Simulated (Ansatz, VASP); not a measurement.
## CaP2Ru2: VASP beside Ansatz

File INCAR:

```
PREC = Accurate
ENCUT = 500
EDIFF = 1E-6
ISMEAR = 0
SIGMA = 0.1
LREAL = F
LASPH = T
NELM = 120
ALGO = Normal
ISIF = 2
LWAVE = F
LCHARG = T
GGA = CA
LELF = T
LVHAR = T
NBANDS = 32
GGA_COMPAT = F
```

File KPOINTS:

```
Automatic mesh
0
Gamma
  6 6 6
```

POSCAR

```
CaP2Ru2
1.0
   -2.0232976856      2.0232976856      4.9636705479
    2.0232976856     -2.0232976856      4.9636705479
    2.0232976856      2.0232976856     -4.9636705479
Ca P Ru
1 2 2
Direct
    0.0000000000      0.0000000000      0.0000000000
    0.6357114000      0.6357114000      0.0000000000
    0.3642886000      0.3642886000      0.0000000000
    0.7500000000      0.2500000000      0.5000000000
    0.2500000000      0.7500000000      0.5000000000
```

Input for Ansatz:

```yaml
crystal:
  lattice:
    - [-2.0232976856, 2.0232976856, 4.9636705479]
    - [2.0232976856, -2.0232976856, 4.9636705479]
    - [2.0232976856, 2.0232976856, -4.9636705479]
  atoms:
    - { symbol: Ca, position: [0.0, 0.0, 0.0] }
    - { symbol: P, position: [0.6357114, 0.6357114, 0.0] }
    - { symbol: P, position: [0.3642886, 0.3642886, 0.0] }
    - { symbol: Ru, position: [0.75, 0.25, 0.5] }
    - { symbol: Ru, position: [0.25, 0.75, 0.5] }
basis:
  ecutwfc: 420
kpoints:
  mp_grid: { grid: [6, 6, 6] }
hamiltonian:
  xc: lda
scf:
  occupations: { method: gaussian, width: 0.1 }
output:
  forces: true
  stress: true
  eigenvalues: true
```

Alike in both runs: task single point; functional LDA; k mesh 6 × 6 × 6; occupations gaussian, width 0.1 eV; no spin polarisation.

|  | VASP | Ansatz |
| --- | --- | --- |
| version | VASP 6.6.1 | Ansatz 0.2.0 |
| potentials or method | VASP PAW LDA potentials, release 64 (Ca_sv, P, Ru_pv), cutoff 500 eV | scalar-relativistic, plane waves, PAW |
| valence electrons in the cell | 48 | 52 |

|  | VASP | Ansatz | Ansatz less VASP |
| --- | --- | --- | --- |
| gap on the k mesh at the Fermi level (eV) | none | none | - |
| pressure (GPa) | -5.8 | -6.2 | -0.36 |
| traceless stress, the component that is largest in VASP (GPa) | 0.50 | 0.59 | +0.093 |
| rms of the force components (eV/Å) | 0.024 | 0.030 | +0.0064 |

LDA's correlation is that of Perdew and Zunger in VASP and of Perdew and Wang (1992) in Ansatz. Atom by atom the forces differ by 0.006 eV/Å (rms over components). A gap of «none» marks a metal or a gap that the smearing closes. VASP's potentials hold 48 valence electrons a cell and Ansatz's 52, so a difference there can come from the potentials and not from the codes.

The k mesh is coarse, so the values compare programs but aren't converged.
